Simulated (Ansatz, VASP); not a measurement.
**BN: VASP beside Ansatz**

POSCAR

```
BN
1.0
    0.0000000000      1.7741520000      1.7741520000
    1.7741520000      0.0000000000      1.7741520000
    1.7741520000      1.7741520000      0.0000000000
B N
1 1
Direct
    0.0000000000      0.0000000000      0.0000000000
    0.2500000000      0.2500000000      0.2500000000
```

INCAR.step1

```
PREC = Accurate
ENCUT = 660
ISMEAR = 0
SIGMA = 0.01
LREAL = False
LASPH = True
NELM = 120
NBANDS = 11
GGA = PE
ALGO = Normal
EDIFF = 1E-5
LWAVE = True
LCHARG = False
GGA_COMPAT = False
```

Contents of INCAR.step2:

```
PREC = Accurate
ENCUT = 660
EDIFF = 1E-6
ISMEAR = 0
SIGMA = 0.01
LREAL = False
LASPH = True
NELM = 120
ALGO = Normal
ISIF = 2
LWAVE = False
LCHARG = True
METAGGA = R2SCAN
LMIXTAU = True
LELF = True
LVHAR = True
NBANDS = 11
ISTART = 1
GGA_COMPAT = False
```

The input KPOINTS:

```
regular mesh
0
Gamma
  12 12 12
```

Input for Ansatz:

```yaml
crystal:
  lattice:
    - [0.0, 1.774152, 1.774152]
    - [1.774152, 0.0, 1.774152]
    - [1.774152, 1.774152, 0.0]
  atoms:
    - { symbol: B, position: [0.0, 0.0, 0.0] }
    - { symbol: "N", position: [0.25, 0.25, 0.25] }
scf:
  occupations: { method: fixed }
output:
  stress: true
hamiltonian:
  xc: r2scan
kpoints:
  mp_grid: { grid: [12, 12, 12] }
```

Alike in both runs: task single point; functional r2SCAN; k mesh 12 × 12 × 12; no spin polarisation.

|  | VASP | Ansatz |
| --- | --- | --- |
| version | VASP 6.6.1 | Ansatz 0.2.0 |
| potentials or method | VASP PAW PBE potentials, release 64 (B, N) | scalar-relativistic, plane waves, PAW |
| plane-wave cutoff (eV) | 660 | 500 |
| occupations | gaussian, width 0.01 eV | fixed |
| valence electrons in the cell | 8 | 8 |

Ansatz gave:

| Property | Result |
| --- | --- |
| pressure (GPa) | 22.2 |

Which values does VASP return?

Pressure (GPa): 23.5.

VASP's potentials were made for PBE, not for r2SCAN.
